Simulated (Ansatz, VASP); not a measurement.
# One calculation of MnO, two programs

File POSCAR:

```
MnO
1.0
    0.0000000000      2.2230000000      2.2230000000
    2.2230000000      0.0000000000      2.2230000000
    2.2230000000      2.2230000000      0.0000000000
Mn O
1 1
Direct
    0.0000000000      0.0000000000      0.0000000000
    0.5000000000      0.5000000000      0.5000000000
```

INCAR.step1

```
SYSTEM = MnO
ALGO = Normal
EDIFF = 1E-5
ENCUT = 660
GGA = PE
GGA_COMPAT = .FALSE.
ISMEAR = 1
ISPIN = 2
LASPH = .TRUE.
LCHARG = .FALSE.
LDAU = .TRUE.
LDAUJ = 0 0
LDAUL = 2 -1
LDAUTYPE = 2
LDAUU = 3 0
LMAXMIX = 4
LREAL = .FALSE.
LWAVE = .TRUE.
MAGMOM = 2.8 0
NBANDS = 20
NELM = 200
PREC = Accurate
SIGMA = 0.3
```

Contents of INCAR.step2:

```
SYSTEM = MnO
ALGO = Normal
EDIFF = 1E-6
ENCUT = 660
GGA_COMPAT = .FALSE.
ISIF = 2
ISMEAR = 1
ISPIN = 2
ISTART = 1
LASPH = .TRUE.
LCHARG = .TRUE.
LDAU = .TRUE.
LDAUJ = 0 0
LDAUL = 2 -1
LDAUPRINT = 1
LDAUTYPE = 2
LDAUU = 3 0
LELF = .TRUE.
LMAXMIX = 4
LMIXTAU = .TRUE.
LORBIT = 11
LREAL = .FALSE.
LVHAR = .TRUE.
LWAVE = .FALSE.
MAGMOM = 2.8 0
METAGGA = R2SCAN
NBANDS = 20
NELM = 200
PREC = Accurate
SIGMA = 0.3
```

KPOINTS

```
k-points
0
G
  5 5 5
  0 0 0
```

Input for Ansatz:

```yaml
crystal:
  lattice:
    - [0.0, 2.223, 2.223]
    - [2.223, 0.0, 2.223]
    - [2.223, 2.223, 0.0]
  atoms:
    - { symbol: Mn, position: [0.0, 0.0, 0.0] }
    - { symbol: O, position: [0.5, 0.5, 0.5] }
basis:
  ecutwfc: 500.0
  ecutrho_ratio: 8
kpoints:
  mp_grid:
    grid: [5, 5, 5]
    shift: [0.0, 0.0, 0.0]
hamiltonian:
  xc: r2scan
  hubbard:
    - { species: Mn, l: d, u_eff: 3.0 }
magnetization:
  spin_polarized: true
  per_species:
    Mn: 2.8
scf:
  n_extra_bands: 12
  occupations:
    method: methfessel_paxton
    width: 0.3
```

Alike in both runs: task single point; functional r2SCAN; k mesh 5 × 5 × 5; occupations methfessel-paxton of order 1, width 0.3 eV; collinear spin; Hubbard terms Mn d U = 3.0 eV.

|  | VASP | Ansatz |
| --- | --- | --- |
| version | VASP 6.6.1 | Ansatz 0.2.0 |
| potentials or method | VASP PAW PBE potentials, release 64 (Mn_pv, O), cutoff 660 eV | plane waves, PAW |
| valence electrons in the cell | 19 | 21 |

|  | VASP | Ansatz | Ansatz less VASP |
| --- | --- | --- | --- |
| net moment per atom (μB) | 2.50 | 2.50 | 0.000 |
| size of the moment on the site where the two differ most (μB) | 4.64 | 4.32 | -0.316 |

VASP's potentials were made for PBE, not for r2SCAN. Site moments also hang on the region over which each program counts them. The programs project onto different local orbitals, so the same U acts differently, and such runs can settle in different states. VASP's potentials hold 19 valence electrons a cell and Ansatz's 21, so a difference there can come from the potentials and not from the codes. Ansatz's warnings: stability check not made.

The k mesh is coarse, so the values compare programs but aren't converged.
